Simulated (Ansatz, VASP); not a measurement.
AlN: VASP beside Ansatz

The input INCAR:

```
SYSTEM = AlN
PREC = Accurate ; ENCUT = 520
EDIFF = 1E-6 ; ISMEAR = 0
SIGMA = 0.02 ; LREAL = .False.
LASPH = .True. ; NELM = 80
ALGO = Normal ; ISIF = 2
LWAVE = .False. ; LCHARG = .False.
GGA = PE ; NBANDS = 16
```

File KPOINTS:

```
regular mesh
0
Gamma
  9 9 4
  0 0 0
```

The input POSCAR:

```
AlN
1.0
    2.8361486271      0.0000000000      0.0000000000
   -1.4180743136      2.4561767600      0.0000000000
    0.0000000000      0.0000000000      7.5448146263
Al N
2 2
Direct
    0.3333333333      0.6666666667      0.2500000000
    0.6666666667      0.3333333333      0.7500000000
    0.3333333333      0.6666666667      0.7500000000
    0.6666666667      0.3333333333      0.2500000000
```

Input for Ansatz:

```yaml
crystal:
  lattice:
    - [2.8361486271, 0.0, 0.0]
    - [-1.4180743136, 2.45617676, 0.0]
    - [0.0, 0.0, 7.5448146263]
  atoms:
    - { symbol: Al, position: [0.3333333333, 0.6666666667, 0.25] }
    - { symbol: Al, position: [0.6666666667, 0.3333333333, 0.75] }
    - { symbol: "N", position: [0.3333333333, 0.6666666667, 0.75] }
    - { symbol: "N", position: [0.6666666667, 0.3333333333, 0.25] }
basis:
  ecutwfc: 420
kpoints:
  mp_grid: { grid: [9, 9, 4] }
hamiltonian:
  xc: pbe
scf:
  occupations: { method: gaussian, width: 0.02 }
output:
  forces: true
  stress: true
  eigenvalues: true
  populations: true
```

Alike in both runs: task single point; functional PBE; k mesh 9 × 9 × 4; occupations gaussian, width 0.02 eV; no spin polarisation.

```csv
,VASP,Ansatz
version,VASP 6.6.1,Ansatz 0.2.0
potentials or method,"VASP PAW PBE potentials, release 64 (Al, N), cutoff 520 eV","scalar-relativistic, plane waves, PAW"
valence electrons in the cell,16,16
```

|  | VASP | Ansatz | Ansatz less VASP |
| --- | --- | --- | --- |
| gap on the k mesh at the Fermi level (eV) | 2.77 | 2.77 | +0.005 |
| least direct gap on the mesh (eV) | 3.01 | 3.03 | +0.017 |
| pressure (GPa) | 57.1 | 56.4 | -0.70 |
| traceless stress, the component that is largest in VASP (GPa) | -58.73 | -57.96 | +0.772 |

Both programs put the cell under a high pressure, so it lies far from rest at this level. The functional is the same, so the differences come from potentials, cutoffs and numerics.
